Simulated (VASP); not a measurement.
## S: single point with LDA

Crystal: S.

```
S
1.0
     2.22185    0.00000    0.00000
     0.00000    2.22185    0.00000
     0.00000    0.00000    2.22185
S
1
Cartesian
  0.0000 0.0000 0.0000
```

This cell differs from its parent crystal: volume scaled by 0.68.

```
Program             : VASP 6.6.1
Task                : single point
Functional          : LDA
Potentials or basis : VASP PAW LDA potentials, release 64 (S)
Cutoff              : 520 eV
k mesh              : 16 × 16 × 16
Occupations         : fermi-dirac, width 0.08 eV
Spin                : no spin polarisation
```

The pressure is 67.4 GPa and the band gap on the k mesh is zero (band 3 reaches 20.35 eV, above the bottom of band 4 at 9.34 eV).

Levels at points of the mesh, in eV from the Fermi level:
```tsv
k point	band 1	band 2	band 3	band 4	band 5	band 6	band 7
(0.00, 0.00, 0.00)	-22.75	2.45	2.45	2.45	5.33	5.33	14.20
(0.50, 0.00, 0.00)	-17.66	-13.40	5.57	5.57	8.32	14.40	14.40
(0.50, 0.50, 0.00)	-12.18	-9.47	-9.47	-1.53	8.41	17.37	17.37
(0.50, 0.50, 0.50)	-5.94	-5.94	-5.94	-5.44	2.89	2.89	2.89
```

Run time: 27 s on 1 thread of AMD EPYC 7R13 (shared host), peak memory 0.09 GiB.
